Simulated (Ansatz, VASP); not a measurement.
## One calculation of Os, two programs

```xyz
2
Lattice="0.0000 2.7586 2.7586 2.7586 0.0000 2.7586 2.7586 2.7586 0.0000" Properties=species:S:1:pos:R:3 pbc="T T T"
Os    0.0000    0.0000    0.0000
Os    1.3793    1.3793    1.3793
```

Alike in both runs: functional r2SCAN; k mesh 18 × 18 × 18; occupations gaussian, width 0.1 eV; no spin polarisation.

Ansatz relaxed the structure, and its values are those at the end. VASP's run is a single point on that final structure, the one shown.

|  | VASP | Ansatz |
| --- | --- | --- |
| version | VASP 6.6.1 | Ansatz 0.2.0 |
| potentials or method | VASP PAW PBE potentials, release 64 (Os), cutoff 520 eV | scalar-relativistic, plane waves, PAW |
| valence electrons in the cell | 16 | 32 |

```csv
,VASP,Ansatz,Ansatz less VASP
gap on the k mesh at the Fermi level (eV),none,none,-
pressure (GPa),-1.1,0.0,+1.12
```

VASP's potentials were made for PBE, not for r2SCAN. A gap of «none» marks a metal or a gap that the smearing closes. The functional is the same, so the differences come from potentials, cutoffs and numerics. VASP's potentials hold 16 valence electrons a cell and Ansatz's 32, so a difference there can come from the potentials and not from the codes.

Neither program's run includes spin-orbit coupling.
